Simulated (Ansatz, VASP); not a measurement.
# TiB2: VASP beside Ansatz

```
Ti B
1.0
     3.03180    0.00000    0.00000
    -1.51590    2.62562    0.00000
     0.00000    0.00000    3.22423
Ti B
1 2
Direct
  0.00000 0.00000 0.00000
  0.33333 0.66667 0.50000
  0.66667 0.33333 0.50000
```

Alike in both runs: task single point; functional r2SCAN; k mesh 18 × 18 × 14; occupations gaussian, width 0.1 eV; no spin polarisation.

```csv
,VASP,Ansatz
version,VASP 6.6.1,Ansatz 0.2.0
potentials or method,"VASP PAW PBE potentials, release 64 (Ti_sv, B), cutoff 520 eV","scalar-relativistic, plane waves, PAW"
valence electrons in the cell,18,18
```

Ansatz gave:

```
gap on the k mesh at the Fermi level (eV)                     : none
pressure (GPa)                                                : -1.4
traceless stress, the component that is largest in VASP (GPa) : 0.73
```

Which values does VASP return?

gap on the k mesh at the Fermi level (eV): none; pressure (GPa): -0.6; traceless stress, the component that is largest in VASP (GPa): 0.82.

VASP's potentials were made for PBE, not for r2SCAN. A gap of «none» marks a metal or a gap that the smearing closes. With one functional, cell and mesh, what is left measures potentials, basis and numerics.
